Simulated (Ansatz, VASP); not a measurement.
# One calculation of Se, two programs

File INCAR:

```
PREC     = Accurate       # precision mode
ENCUT    = 520            # plane-wave cutoff, eV
EDIFF    = 1E-6           # SCF threshold, eV
ISMEAR   = -1             # smearing method
SIGMA    = 0.05           # smearing width, eV
LREAL    = False          # projectors in reciprocal space
LASPH    = True           # aspherical terms in the spheres
NELM     = 60             # most SCF steps
ALGO     = Normal         # electronic algorithm
ISIF     = 2              # what is computed and relaxed
LWAVE    = False          # write WAVECAR
LCHARG   = True           # write CHGCAR
GGA      = PE             # functional
LELF     = True           # ELF
LVHAR    = True         
NBANDS   = 9              # bands
```

The input KPOINTS:

```
Automatic mesh
0
Gamma
  15 15 15
```

POSCAR

```
Se
1.0
    0.0000000000      2.1082289552      2.1082289552
    2.1082289552      0.0000000000      2.1082289552
    2.1082289552      2.1082289552      0.0000000000
Se
1
Direct
    0.0000000000      0.0000000000      0.0000000000
```

Input for Ansatz:

```yaml
crystal:
  lattice:
    - [0.0, 2.1082289552, 2.1082289552]
    - [2.1082289552, 0.0, 2.1082289552]
    - [2.1082289552, 2.1082289552, 0.0]
  atoms:
    - { symbol: Se, position: [0.0, 0.0, 0.0] }
kpoints:
  mp_grid: { grid: [15, 15, 15] }
scf:
  occupations: { method: fermi_dirac, width: 0.05 }
hamiltonian:
  xc: pbe
  pseudopotentials: { kind: all_electron, lapw: { basis_error: 0.001 } }
output:
  forces: true
  stress: true
  eigenvalues: true
  populations: true
```

Change from the starting cell: volume scaled by 0.92, LAPW.

Alike in both runs: task single point; functional PBE; k mesh 15 × 15 × 15; occupations fermi-dirac, width 0.05 eV; no spin polarisation.

|  | VASP | Ansatz |
| --- | --- | --- |
| version | VASP 6.6.1 | Ansatz 0.2.0 |
| potentials or method | VASP PAW PBE potentials, release 64 (Se), cutoff 520 eV | all-electron LAPW, scalar-relativistic |

|  | VASP | Ansatz | Ansatz less VASP |
| --- | --- | --- | --- |
| pressure (GPa) | 7.0 | 7.0 | -0.02 |

Ansatz ran all-electron here, and VASP with PAW potentials.
